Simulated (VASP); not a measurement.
A run of VASP 6.6.1 is set up as follows.

INCAR

```
SYSTEM = CdS
ALGO     = Normal         ! electronic algorithm
EDIFF    = 1E-6           ! SCF threshold, eV
ENCUT    = 520            ! plane-wave cutoff, eV
GGA      = PS             ! functional
ISIF     = 2              ! what is computed and relaxed
ISMEAR   = -1             ! smearing method
LASPH    = .TRUE.         ! aspherical terms in the spheres
LCHARG   = .FALSE.        ! write CHGCAR
LREAL    = .FALSE.        ! projectors in reciprocal space
LWAVE    = .FALSE.        ! write WAVECAR
NBANDS   = 26             ! bands
NELM     = 100            ! most SCF steps
PREC     = Accurate       ! precision mode
SIGMA    = 0.01           ! smearing width, eV
```

The input KPOINTS:

```
k-points
0
G
  7 7 4
  0 0 0
```

The input POSCAR:

```
CdS
1.0
    4.1347992034      0.0620219880      0.0620219880
   -2.0136869844      3.5498301557      0.0227016232
    0.1012350000      0.1012350000      6.7490000000
Cd S
2 2
Direct
    0.3333333333      0.6666666667      0.0000000000
    0.6666666667      0.3333333333      0.5000000000
    0.3333333333      0.6666666667      0.3850000000
    0.6666666667      0.3333333333      0.8850000000
```

Potentials or basis: VASP PAW PBE potentials, release 64 (Cd, S).

The run is started by

```bash
$ cat potpaw_PBE.64/Cd/POTCAR potpaw_PBE.64/S/POTCAR > POTCAR
$ mpirun -np 1 vasp_std > vasp.out
```

What does it give for the largest force?

0.429 eV/Å.

Predict the pressure.

-0.1 GPa.

Predict the band gap on the k mesh.

1.04 eV.

Forces in eV/Å, atoms in the order of the input:
```
Cd  -0.281 -0.098  0.270
Cd   0.066 -0.114  0.257
S   -0.100  0.114 -0.253
S    0.315  0.098 -0.275
```

Caveat: the cell differs from its parent crystal (equal xy, yz and zx shear strains of +3 %); the PAW data sets were made with another functional, which shifts forces and pressure a little.
